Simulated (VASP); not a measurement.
Here is a VASP 6.6.1 calculation.

Contents of INCAR:

```
SYSTEM = AlNi
PREC = Accurate
ENCUT = 520
EDIFF = 1E-7
ISMEAR = 0
SIGMA = 0.15
LREAL = .FALSE.
LASPH = .TRUE.
NELM = 80
ALGO = Normal
ISIF = 2
LWAVE = .FALSE.
LCHARG = .TRUE.
GGA = PE
LELF = .TRUE.
LVHAR = .TRUE.
NBANDS = 14
```

KPOINTS

```
Automatic mesh
0
G
  16 16 16
  0 0 0
```

POSCAR

```
AlNi
1.0
    2.8204056860      0.0000000000      0.0000000000
    0.0000000000      2.8204056860      0.0000000000
    0.0000000000      0.0000000000      2.8204056860
Al Ni
1 1
Direct
    0.0000000000      0.0000000000     -0.0207416969
    0.5000000000      0.5000000000      0.5095350226
```

Potentials or basis: VASP PAW PBE potentials, release 64 (Al, Ni).

Run with:

```sh
$ cat potpaw_PBE.64/Al/POTCAR potpaw_PBE.64/Ni/POTCAR > POTCAR
$ mpirun -np 1 vasp_std > vasp.out
```

(1) Predict the pressure.

(2) Predict the largest force.

## Answers

(1) 14.9 GPa.

(2) 0.650 eV/Å.
